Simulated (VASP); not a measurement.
# Fe (Im-3m) in VASP: further runs

The runs below take Fe through single point, with r2SCAN.

Everything below comes from runs of VASP 6.6.1. Logs are shortened: lines on timing, memory, paths and dates and some standing lists are left out, and cuts for length are marked.

**1. The cell of the first run**

The structure is cubic, space group Im-3m (No. 229). The conventional cell has a = 2.616 Å, b = 2.616 Å, c = 2.616 Å, α = 90.00°, β = 90.00°, γ = 90.00°. Within 3.0 Å of Fe (site symmetry m-3m) lie 14 Fe at 2.27 to 2.62 Å.

**2. Single point, r2SCAN (volume scaled by 0.88)**

POSCAR reads:

```
Fe
1.0
   -1.3080728003      1.3080728003      1.3080728003
    1.3080728003     -1.3080728003      1.3080728003
    1.3080728003      1.3080728003     -1.3080728003
Fe
1
Direct
    0.0000000000      0.0000000000      0.0000000000
```

INCAR.step1 reads:

```
PREC     = Accurate       # precision mode
ENCUT    = 660            # plane-wave cutoff, eV
ISMEAR   = -1             # smearing method
SIGMA    = 0.1            # smearing width, eV
LREAL    = False          # projectors in reciprocal space
LASPH    = True           # aspherical terms in the spheres
NELM     = 120            # most SCF steps
NBANDS   = 10             # bands
GGA      = PE             # functional
ALGO     = Normal         # electronic algorithm
EDIFF    = 1E-5           # SCF threshold, eV
LWAVE    = True           # write WAVECAR
LCHARG   = False          # write CHGCAR
GGA_COMPAT= False
```

INCAR.step2 reads:

```
PREC     = Accurate       # precision mode
ENCUT    = 660            # plane-wave cutoff, eV
EDIFF    = 1E-6           # SCF threshold, eV
ISMEAR   = -1             # smearing method
SIGMA    = 0.1            # smearing width, eV
LREAL    = False          # projectors in reciprocal space
LASPH    = True           # aspherical terms in the spheres
NELM     = 120            # most SCF steps
ALGO     = Normal         # electronic algorithm
ISIF     = 2              # what is computed and relaxed
LWAVE    = False          # write WAVECAR
LCHARG   = True           # write CHGCAR
METAGGA  = R2SCAN         # meta-GGA
LMIXTAU  = True         
LELF     = True           # ELF
LVHAR    = True         
NBANDS   = 10             # bands
ISTART   = 1            
GGA_COMPAT= False
```

KPOINTS reads:

```
Automatic mesh
0
Gamma
  26 26 26
```

Potentials or basis: VASP PAW PBE potentials, release 64 (Fe).

Command:

```sh
> cat potpaw_PBE.64/Fe/POTCAR > POTCAR
> cp INCAR.step1 INCAR
> mpirun -np 1 vasp_std > vasp.out
> cp INCAR.step2 INCAR
> mpirun -np 1 vasp_std > vasp.out
```

OUTCAR:

```text
PREC = Accurate
   ENCUT = 660
   EDIFF = 1E-6
   ISMEAR = -1
   LREAL = False
   LASPH = True
   NELM = 120
   ISIF = 2
   METAGGA = R2SCAN
   ISTART = 1

 ion  position               nearest neighbor table
   1  0.000  0.000  0.000-

  LATTYP: Found a body centered cubic cell.
 ALAT       =     2.6161456006

  Lattice vectors:

 A1 = (  -1.3080728003,   1.3080728003,   1.3080728003)
 A2 = (   1.3080728003,  -1.3080728003,   1.3080728003)
 A3 = (   1.3080728003,   1.3080728003,  -1.3080728003)

Analysis of symmetry for initial positions (statically):
=====================================================================
 Subroutine PRICEL returns:
 Original cell was already a primitive cell.

 Routine SETGRP: Setting up the symmetry group for a
 body centered cubic supercell.

 Subroutine GETGRP returns: Found 48 space group operations
 (whereof 48 operations were pure point group operations)
 out of a pool of 48 trial point group operations.

The static configuration has the point symmetry O_h .

Analysis of symmetry for dynamics (positions and initial velocities):
=====================================================================
 Subroutine PRICEL returns:
 Original cell was already a primitive cell.

 Routine SETGRP: Setting up the symmetry group for a
 body centered cubic supercell.

 Subroutine GETGRP returns: Found 48 space group operations
 (whereof 48 operations were pure point group operations)
 out of a pool of 48 trial point group operations.

The dynamic configuration has the point symmetry O_h .

 Subroutine INISYM returns: Found 48 space group operations
 (whereof 48 operations are pure point group operations),
 and found     1 'primitive' translations

----------------------------------------------------------------------------------------

                                     Primitive cell

  volume of cell :       8.9527

  direct lattice vectors                    reciprocal lattice vectors
    -1.308072800  1.308072800  1.308072800     0.000000000  0.382241722  0.382241722
     1.308072800 -1.308072800  1.308072800     0.382241722  0.000000000  0.382241722
     1.308072800  1.308072800 -1.308072800     0.382241722  0.382241722  0.000000000

  length of vectors
     2.265648550  2.265648550  2.265648550     0.540571428  0.540571428  0.540571428

  position of ions in fractional coordinates (direct lattice)
     0.000000000  0.000000000  0.000000000

  ion indices of the primitive-cell ions
   primitive index   ion index
                 1           1

----------------------------------------------------------------------------------------

 KPOINTS: Automatic mesh

Automatic generation of k-mesh.
 Grid dimensions read from file:
 generate k-points for:   26   26   26

 Generating k-lattice:

  Cartesian coordinates                     Fractional coordinates (reciprocal lattice)
     0.000000000  0.014701605  0.014701605     0.038461538  0.000000000  0.000000000
     0.014701605  0.000000000  0.014701605     0.000000000  0.038461538  0.000000000
     0.014701605  0.014701605  0.000000000     0.000000000  0.000000000  0.038461538

  Length of vectors
     0.020791209  0.020791209  0.020791209

  Shift w.r.t. Gamma in fractional coordinates (k-lattice)
     0.000000000  0.000000000  0.000000000

 Subroutine IBZKPT returns following result:
 ===========================================

 Found    511 irreducible k-points:

 Following reciprocal coordinates:
            Coordinates               Weight
  0.000000  0.000000  0.000000      1.000000
  0.038462  0.000000  0.000000     12.000000
  0.076923  0.000000  0.000000     12.000000
  0.115385  0.000000  0.000000     12.000000
  0.153846  0.000000  0.000000     12.000000
  0.192308  0.000000  0.000000     12.000000
[... 16 lines left out ...]
  0.346154  0.038462  0.000000     48.000000
  0.384615  0.038462  0.000000     48.000000
 [... further k-points ...]
   k-points           NKPTS =    511   k-points in BZ     NKDIM =    511   number of bands    NBANDS=     10
   number of dos      NEDOS =    301   number of ions     NIONS =      1
   total plane-waves  NPLWV =   8000
   dimension x,y,z NGX =    20 NGY =   20 NGZ =   20
   dimension x,y,z NGXF=    40 NGYF=   40 NGZF=   40
   ions per type =               1
   NGX,Y,Z   is equivalent  to a cutoff of  14.68, 14.68, 14.68 a.u.
   NGXF,Y,Z  is equivalent  to a cutoff of  29.35, 29.35, 29.35 a.u.
 SYSTEM =  unknown system
   PREC   = accura    normal or accurate (medium, high low for compatibility)
   ISTART =      1    job   : 0-new  1-cont  2-samecut
   ICHARG =      0    charge: 1-file 2-atom 10-const
   ISPIN  =      1    spin polarized calculation?
   LNONCOLLINEAR =      F non collinear calculations
   LSORBIT =      F    spin-orbit coupling
   LASPH  =      T    aspherical Exc in radial PAW
   ENCUT  =  660.0 eV  48.51 Ry    6.96 a.u.   4.75  4.75  4.75*2*pi/ulx,y,z
   NELM   =    120;   NELMIN=  2; NELMDL=  0     # of ELM steps
   EDIFF  = 0.1E-05   stopping-criterion for ELM
   LREAL  =      F    real-space projection
   EDIFFG = 0.1E-04   stopping-criterion for IOM
   NSW    =      0    number of steps for IOM
   IBRION =     -1    ionic relax: 0-MD 1-quasi-New 2-CG
   NFREE  =      0    steps in history (QN), initial steepest desc. (CG)
   ISIF   =      2    stress and relaxation
   ISYM   =      2    0-nonsym 1-usesym 2-fastsym
   POTIM  = 0.5000    time-step for ionic-motion
   TEBEG  =    0.0;   TEEND  =   0.0 temperature during run
   PSTRESS=    0.0 pullay stress
   NELECT =       8.0000    total number of electrons
   NUPDOWN=      -1.0000    fix difference up-down
   EMIN   =  10.00;   EMAX   =-10.00  energy-range for DOS
   EFERMI =   0.00;   METHOD = LEGACY
   ISMEAR =    -1;   SIGMA  =   0.10  broadening in eV -4-tet -1-fermi 0-gaus
   EFERMI_NEDOS =   21; number of points for ismear=-14 and -15
   IALGO  =     38    algorithm
   IMIX   =      4    mixing-type and parameters
     AMIX     =   0.40;   BMIX     =  1.00
     AMIX_MAG =   1.60;   BMIX_MAG =  1.00
  volume/ion in A,a.u.               =       8.95        60.42
  Fermi-wavevector in a.u.,A,eV,Ry     =   1.576835  2.979786 33.829642  2.486409
  Thomas-Fermi vector in A             =   2.677608
   LORBIT       =      0    0 simple, 1 ext, 2 COOP (PROOUT), +10 PAW based schemes
   METAGGA = R2SCAN    functional components
   LHFCALC =     F    Hartree Fock is set to
   AEXX    =    0.0000 exact exchange contribution
   IVDW    =     0    specifies the selected vdW correction
   LEPSILON=     F    determine dielectric tensor
   LRPA    =     F    only Hartree local field effects (RPA)
 non-spin polarized calculation
  energy-cutoff  :      660.00
  volume of cell :        8.95
 maximum number of plane-waves:       370
   NGX =  9   NGY =  9   NGZ =  9

 number of electron       7.9999996 magnetization

 Free energy of the ion-electron system (eV)
  ---------------------------------------------------
  ext. energy  EPLUGINS =         0.00000000
  ---------------------------------------------------
  free energy    TOTEN  =       -13.16961454 eV

  energy without entropy =      -13.09169475  energy(sigma->0) =      -13.13065465

 E-fermi :   8.5449     XC(G=0): -15.9274

 val. band max:        8.5387187975   @ k =   0.3462   0.1923   0.0385
 cond. band min:       8.5458137326   @ k =  -0.4231  -0.4615   0.2308
 fundamental gap:      0.0070949351
 Fermi energy:         8.5448515197

 k-point     1 :       0.0000    0.0000    0.0000
  band No.  band energies     occupation
      1      -1.8506      2.00000
      2       6.1518      2.00000
      3       6.1518      2.00000
      4       6.1518      2.00000
      5       8.5146      1.15022
      6       8.5146      1.15022
      7      37.0515      0.00000
      8      37.0515      0.00000
      9      37.0515      0.00000
     10      44.1670      0.00000

 k-point     2 :       0.0385    0.0000    0.0000
  band No.  band energies     occupation
      1      -1.7724      2.00000
      2       6.1245      2.00000
      3       6.1487      2.00000
      4       6.2014      2.00000
      5       8.4842      1.29436
      6       8.5168      1.13934
      7      36.6607      0.00000
      8      36.9816      0.00000
      9      37.0480      0.00000
     10      43.9956      0.00000

 k-point     3 :       0.0769    0.0000    0.0000
  band No.  band energies     occupation
      1      -1.5408      2.00000
      2       6.0443      2.00000
      3       6.1358      2.00000
      4       6.3482      2.00000
      5       8.4018      1.61403
      6       8.5236      1.10582
      7      35.6475      0.00000
      8      36.7429      0.00000
      9      37.0381      0.00000
     10      43.6761      0.00000

 k-point     4 :       0.1154    0.0000    0.0000
  band No.  band energies     occupation
      1      -1.1647      2.00000
      2       5.9175      2.00000
      3       6.1041      2.00000
      4       6.5872      2.00000
      5       8.2927      1.85129
      6       8.5360      1.04419
      7      34.2566      0.00000
      8      36.2817      0.00000
      9      37.0235      0.00000
     10      43.5268      0.00000
[... 222 lines left out ...]
 k-point    22 :       0.3077    0.0385    0.0000
  band No.  band energies     occupation
      1       2.0022      2.00000
      2       4.8731      2.00000
      3       6.2567      2.00000
      4       8.2568      1.89375
      5       8.7652      0.19893
      6       9.0537      0.01227
      7      24.3700      0.00000
      8      31.3874      0.00000
      9      36.1329      0.00000
     10      37.6221      0.00000

 k-point    23 :       0.3462    0.0385    0.0000
  band No.  band energies     occupation
      1       2.2333      2.00000
      2       4.7142      2.00000
      3       6.8113      2.00000
      4       8.3541      1.74153
      5       8.8282      0.11111
      6       9.5224      0.00011
      7      22.6440      0.00000
      8      30.7330      0.00000
      9      35.3647      0.00000
     10      37.4403      0.00000

 k-point    24 :       0.3846    0.0385    0.0000
  band No.  band energies     occupation
      1       2.3142      2.00000
      2       4.5884      2.00000
      3       7.4738      1.99996
      4       8.4403      1.47985
      5       8.9123      0.04945
      6       9.9384      0.00000
      7      21.1152      0.00000
      8      30.2192      0.00000
      9      34.6896      0.00000
     10      37.3598      0.00000

 [... further k-points ...]

------------------------ aborting loop because EDIFF is reached ----------------------------------------

  FORCE on cell =-STRESS in cart. coord.  units (eV):
  Direction    XX          YY          ZZ          XY          YZ          ZX
  --------------------------------------------------------------------------------------
  -------------------------------------------------------------------------------------
  Total        2.8663064      2.8663064      2.8663064      0.0000000      0.0000000      0.0000000
  in kB      512.9528690    512.9528690    512.9528690      0.0000000      0.0000000      0.0000000
  external PRESSURE =     512.9528690 kB  Pullay stress =       0.0000000 kB

 VOLUME and BASIS-vectors are now :
 -----------------------------------------------------------------------------
  energy-cutoff  :      660.00
  volume of cell :        8.95
      direct lattice vectors                 reciprocal lattice vectors
    -1.308072800  1.308072800  1.308072800     0.000000000  0.382241722  0.382241722
     1.308072800 -1.308072800  1.308072800     0.382241722  0.000000000  0.382241722
     1.308072800  1.308072800 -1.308072800     0.382241722  0.382241722  0.000000000

 POSITION                                       TOTAL-FORCE (eV/Angst)
 -----------------------------------------------------------------------------------
      0.00000      0.00000      0.00000        -0.000000     -0.000000      0.000000
 -----------------------------------------------------------------------------------
    total drift:                                0.000000     -0.000000      0.000000

  FREE ENERGIE OF THE ION-ELECTRON SYSTEM (eV)
  ---------------------------------------------------
  free  energy   TOTEN  =       -13.1696145439 eV

  energy  without entropy=      -13.0916947511  energy(sigma->0) =      -13.13065465
```

Run time: 2.9 min. Hardware: 1 thread of Intel Xeon 6975P-C, shared host; peak memory 0.19 GiB.

What came out:

| Quantity | Value |
| --- | --- |
| Free energy | -13.1696 eV |
| Pressure | 51.3 GPa |
| Band gap on the k mesh | zero (band 4 reaches 9.80 eV, above the bottom of band 5 at 7.11 eV) |

Levels at points of the mesh, in eV from the Fermi level:
| k point | band 2 | band 3 | band 4 | band 5 | band 6 | band 7 |
| --- | --- | --- | --- | --- | --- | --- |
| (0.00, 0.00, 0.00) | -2.39 | -2.39 | -2.39 | -0.03 | -0.03 | 28.51 |
| (0.50, 0.00, 0.00) | -4.10 | -0.06 | 0.33 | 0.43 | 1.67 | 10.60 |
| (0.50, 0.50, 0.50) | -6.12 | 1.25 | 1.25 | 1.25 | 12.46 | 12.46 |

Caveat: the PAW data sets were made with another functional, which shifts forces and pressure a little; the run has no spin polarisation, though such a crystal can be magnetic.

(Continued in part 2 of 2.)
